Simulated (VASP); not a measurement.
# In (P6/mmm) in VASP: notebook

The runs below take In through relaxation of shape and atoms at fixed volume, with PBE.

All numbers are computed with VASP 6.6.1; they aren't measurements. Logs are shortened: lines on timing, memory, paths and dates and some standing lists are left out, and cuts for length are marked.

**1. The cell of the first run**

It takes space group P6/mmm (No. 191, hexagonal). The conventional cell has a = 2.499 Å, b = 2.499 Å, c = 2.373 Å, α = 90.00°, β = 90.00°, γ = 120.00°. Within 3.1 Å of In (site symmetry 6/mmm) lie 8 In at 2.37 to 2.50 Å.

This isn't the form of In at room conditions, which is tetragonal.

**2. Relaxation of shape and atoms at fixed volume, PBE**

Input file INCAR:

```
SYSTEM = In
PREC     = Accurate       ! precision mode
ENCUT    = 600            ! plane-wave cutoff, eV
EDIFF    = 1E-6           ! SCF threshold, eV
ISMEAR   = -1             ! smearing method
SIGMA    = 0.1            ! smearing width, eV
LREAL    = .False.        ! projectors in reciprocal space
LASPH    = .True.         ! aspherical terms in the spheres
NELM     = 100            ! most SCF steps
ALGO     = Normal         ! electronic algorithm
ISIF     = 4              ! what is computed and relaxed
LWAVE    = .False.        ! write WAVECAR
LCHARG   = .False.        ! write CHGCAR
GGA      = PE             ! functional
IBRION   = 2              ! ionic algorithm
NSW      = 50             ! ionic steps
EDIFFG   = -0.005         ! ionic threshold
```

Input file KPOINTS:

```
Automatic mesh
0
Gamma
  15 15 14
  0 0 0
```

Input file POSCAR:

```
In
1.0
    2.4994367965      0.0000000000      0.0000000000
   -1.2497183982      2.1645757609      0.0000000000
    0.0000000000      0.0000000000      2.3727864844
In
1
Direct
    0.0000000000      0.0000000000      0.0000000000
```

Potentials or basis: VASP PAW PBE potentials, release 64 (In_d).

Launch:

```console
$ cat potpaw_PBE.64/In_d/POTCAR > POTCAR
$ mpirun -np 1 vasp_std > vasp.out
```

OUTCAR:

```text
SYSTEM = In
   PREC = Accurate
   ENCUT = 600
   EDIFF = 1E-6
   ISMEAR = -1
   LREAL = .False.
   LASPH = .True.
   NELM = 100
   ISIF = 4
   GGA = PE
   IBRION = 2
   NSW = 50
   EDIFFG = -0.005

 ion  position               nearest neighbor table
   1  0.000  0.000  0.000-

  LATTYP: Found a hexagonal cell.
 ALAT       =     2.4994367965
 C/A-ratio  =     0.9493284598

  Lattice vectors:

 A1 = (   2.4994367965,   0.0000000000,   0.0000000000)
 A2 = (  -1.2497183982,   2.1645757609,   0.0000000000)
 A3 = (   0.0000000000,   0.0000000000,   2.3727864844)

Analysis of symmetry for initial positions (statically):
=====================================================================
 Subroutine PRICEL returns:
 Original cell was already a primitive cell.

 Routine SETGRP: Setting up the symmetry group for a
 hexagonal supercell.

 Subroutine GETGRP returns: Found 24 space group operations
 (whereof 24 operations were pure point group operations)
 out of a pool of 24 trial point group operations.

The static configuration has the point symmetry D_6h.

Analysis of symmetry for dynamics (positions and initial velocities):
=====================================================================
 Subroutine PRICEL returns:
 Original cell was already a primitive cell.

 Routine SETGRP: Setting up the symmetry group for a
 hexagonal supercell.

 Subroutine GETGRP returns: Found 24 space group operations
 (whereof 24 operations were pure point group operations)
 out of a pool of 24 trial point group operations.

The dynamic configuration has the point symmetry D_6h.

 Subroutine INISYM returns: Found 24 space group operations
 (whereof 24 operations are pure point group operations),
 and found     1 'primitive' translations

----------------------------------------------------------------------------------------

                                     Primitive cell

  volume of cell :      12.8373

  direct lattice vectors                    reciprocal lattice vectors
     2.499436796  0.000000000  0.000000000     0.400090133  0.230992146  0.000000000
    -1.249718398  2.164575761  0.000000000     0.000000000  0.461984292  0.000000000
     0.000000000  0.000000000  2.372786484     0.000000000  0.000000000  0.421445421

  length of vectors
     2.499436796  2.499436796  2.372786484     0.461984292  0.461984292  0.421445421

  position of ions in fractional coordinates (direct lattice)
     0.000000000  0.000000000  0.000000000

[... 92 lines left out ...]
   IALGO  =     38    algorithm
   IMIX   =      4    mixing-type and parameters
     AMIX     =   0.40;   BMIX     =  1.00
     AMIX_MAG =   1.60;   BMIX_MAG =  1.00
  volume/ion in A,a.u.               =      12.84        86.63
  Fermi-wavevector in a.u.,A,eV,Ry     =   1.643986  3.106683 36.772323  2.702690
  Thomas-Fermi vector in A             =   2.734028
   LORBIT       =      0    0 simple, 1 ext, 2 COOP (PROOUT), +10 PAW based schemes
   GGA     = PE    functional components
   LHFCALC =     F    Hartree Fock is set to
   AEXX    =    0.0000 exact exchange contribution
   IVDW    =     0    specifies the selected vdW correction
   LEPSILON=     F    determine dielectric tensor
   LRPA    =     F    only Hartree local field effects (RPA)
 conjugate gradient relaxation of ions
 non-spin polarized calculation
  energy-cutoff  :      600.00
  volume of cell :       12.84
 maximum number of plane-waves:       441
 NGX is ok and might be reduce to    20
   NGX =  9   NGY =  9   NGZ =  9

--------------------------------------- Ionic step        1  -------------------------------------------

 number of electron      12.9999999 magnetization

 Free energy of the ion-electron system (eV)
  ---------------------------------------------------
  ext. energy  EPLUGINS =         0.00000000
  ---------------------------------------------------
  free energy    TOTEN  =         2.04975623 eV

  energy without entropy =        2.05939987  energy(sigma->0) =        2.05457805

------------------------ aborting loop because EDIFF is reached ----------------------------------------

  FORCE on cell =-STRESS in cart. coord.  units (eV):
  Direction    XX          YY          ZZ          XY          YZ          ZX
  --------------------------------------------------------------------------------------
  -------------------------------------------------------------------------------------
  Total       16.3905620     16.3905620     17.3660409      0.0000000      0.0000000     -0.0000000
  in kB     2045.6475856   2045.6475856   2167.3936288      0.0000000      0.0000000     -0.0000000
  external PRESSURE =    2086.2296000 kB  Pullay stress =       0.0000000 kB
[... 92 lines left out ...]
--------------------------------------- Ionic step        4  -------------------------------------------

 number of electron      12.9999999 magnetization

 Free energy of the ion-electron system (eV)
  ---------------------------------------------------
  ext. energy  EPLUGINS =         0.00000000
  ---------------------------------------------------
  free energy    TOTEN  =         2.04680045 eV

  energy without entropy =        2.05631245  energy(sigma->0) =        2.05155645

 E-fermi :  19.5444     XC(G=0): -14.1158

 val. band max:       19.5324945666   @ k =   0.3333   0.1333   0.2143
 cond. band min:      19.5609569303   @ k =   0.4000  -0.0000   0.3571
 fundamental gap:      0.0284623638
 Fermi energy:        19.5443883212

 k-point     1 :       0.0000    0.0000    0.0000
  band No.  band energies     occupation
      1       0.3936      2.00000
      2       2.1665      2.00000
      3       2.1665      2.00000
      4       2.9554      2.00000
      5       4.2194      2.00000
      6       4.2194      2.00000
      7      29.4405      0.00000
      8      31.3514      0.00000
      9      36.0733      0.00000
     10      36.4219      0.00000
[... 287 lines left out ...]
 k-point    24 :       0.4000    0.2000    0.0000
  band No.  band energies     occupation
      1       1.2189      2.00000
      2       1.7249      2.00000
      3       3.1933      2.00000
      4       3.3972      2.00000
      5       3.6991      2.00000
      6      13.7534      2.00000
      7      15.8130      2.00000
      8      21.6123      0.00000
      9      35.2448      0.00000
     10      39.5369      0.00000

 [... further k-points ...]

------------------------ aborting loop because EDIFF is reached ----------------------------------------

  FORCE on cell =-STRESS in cart. coord.  units (eV):
  Direction    XX          YY          ZZ          XY          YZ          ZX
  --------------------------------------------------------------------------------------
  -------------------------------------------------------------------------------------
  Total       16.7479658     16.7479658     16.7473802      0.0000000      0.0000000      0.0000000
  in kB     2090.2538826   2090.2538825   2090.1807883      0.0000001      0.0000000      0.0000000
  external PRESSURE =    2090.2295178 kB  Pullay stress =       0.0000000 kB
[... 16 lines left out ...]
  FREE ENERGIE OF THE ION-ELECTRON SYSTEM (eV)
  ---------------------------------------------------
  free  energy   TOTEN  =         2.0468004511 eV

  energy  without entropy=        2.0563124523  energy(sigma->0) =        2.05155645

 reached required accuracy - stopping structural energy minimisation
```

OSZICAR:

```text
N       E                     dE             d eps       ncg     rms          rms(c)
DAV:   1     0.751195226160E+02    0.75120E+02   -0.72170E+03  4386   0.227E+03
DAV:   2     0.385736305915E+01   -0.71262E+02   -0.69845E+02  4430   0.321E+02
DAV:   3     0.179254095186E+01   -0.20648E+01   -0.20529E+01  5044   0.638E+01
DAV:   4     0.175457931262E+01   -0.37962E-01   -0.37945E-01  5424   0.764E+00
[... 26 lines left out ...]
       N       E                     dE             d eps       ncg     rms          rms(c)
DAV:   1     0.204676246230E+01   -0.52379E-04   -0.10325E-03  5466   0.406E-01    0.299E-02
DAV:   2     0.204678903539E+01    0.26573E-04   -0.28680E-05  5586   0.948E-02    0.166E-02
DAV:   3     0.204680058281E+01    0.11547E-04   -0.21243E-05  5278   0.882E-02    0.421E-03
DAV:   4     0.204680045106E+01   -0.13175E-06   -0.17717E-06  3964   0.142E-02
   4 F= 0.20468005E+01 E0= 0.20515565E+01  d E =-.295578E-02
```

Run time: 92 s. Hardware: 1 thread of Intel Xeon 8259CL, shared host; peak memory 0.15 GiB.

What came out:

- Free energy: 2.0468 eV
- Energy gained by relaxing: 3.0 meV/atom
- Ionic steps: 4
- Pressure after relaxing: 209.0 GPa
- Band gap on the k mesh: zero (an odd number of electrons rules out a gap without spin polarisation)

The path:
| step | energy change (eV) | largest force (eV/Å) | pressure (GPa) | volume (Å³) |
| --- | --- | --- | --- | --- |
| 1 | 0.0000 | 0.0000 | 208.62 | 12.84 |
| 2 | 0.0387 | 0.0000 | 210.05 | 12.84 |
| 3 | -0.0029 | 0.0000 | 209.02 | 12.84 |
| 4 | -0.0030 | 0.0000 | 209.02 | 12.84 |

Final structure:
```
In
1.0
     2.49185    0.00000    0.00000
    -1.24592    2.15800    0.00000
     0.00000    0.00000    2.38726
In
1
Cartesian
  0.0000 0.0000 0.0000
```

Caveat: spin-orbit coupling is left out, which moves the levels of the heavy elements.

**3. Relaxation of shape and atoms at fixed volume, PBE**

This run uses another cell than the first one, of 15.69 Å³/atom.

Input file INCAR:

```
SYSTEM = In
  PREC = Accurate
  ENCUT = 600
  EDIFF = 1E-7
  ISMEAR = -1
  SIGMA = 0.1
  LREAL = .FALSE.
  LASPH = .TRUE.
  NELM = 100
  ALGO = Normal
  ISIF = 4
  LWAVE = .FALSE.
  LCHARG = .FALSE.
  GGA = PE
  IBRION = 2
  NSW = 50
  EDIFFG = -0.005
```

Input file KPOINTS:

```
Automatic mesh
0
G
  15 15 14
  0 0 0
```

Input file POSCAR:

```
In
1.0
    2.6723431101      0.0000000000      0.0000000000
   -1.3361715550      2.3143170210      0.0000000000
    0.0000000000      0.0000000000      2.5369313688
In
1
Direct
    0.0000000000      0.0000000000      0.0000000000
```

Potentials or basis: VASP PAW PBE potentials, release 64 (In_d).

Launch:

```console
$ cat potpaw_PBE.64/In_d/POTCAR > POTCAR
$ mpirun -np 1 vasp_std > vasp.out
```

Wall time 90 s (1 thread of Intel Xeon 8259CL, shared host); peak memory 0.17 GiB.

Results (log left out):

```
Free energy               : -0.4958 eV
Energy gained by relaxing : 0.9 meV/atom
Ionic steps               : 3
Pressure after relaxing   : 93.5 GPa
Band gap on the k mesh    : zero (an odd number of electrons rules out a gap without spin polarisation)
```

The path:
| step | energy change (eV) | largest force (eV/Å) | pressure (GPa) | volume (Å³) |
| --- | --- | --- | --- | --- |
| 1 | 0.0000 | 0.0000 | 93.60 | 15.69 |
| 2 | 0.0038 | 0.0000 | 93.48 | 15.69 |
| 3 | -0.0009 | 0.0000 | 93.53 | 15.69 |

Final structure:
```
In
1.0
     2.66683    0.00000    0.00000
    -1.33342    2.30955    0.00000
     0.00000    0.00000    2.54742
In
1
Cartesian
  -1.3334 2.3095 2.5474
```

Levels at points of the mesh, in eV from the Fermi level:
```csv
k point,band 4,band 5,band 6,band 7,band 8,band 9,band 10
"(0.00, 0.00, 0.00)",-14.72,-14.72,-14.01,9.42,12.39,14.75,14.94
"(0.00, 0.00, 0.50)",-15.44,-15.44,-6.86,-6.41,15.40,17.42,18.62
```

Caveat: spin-orbit coupling is left out, which moves the levels of the heavy elements.

(Part 1 of 2 ends here.)
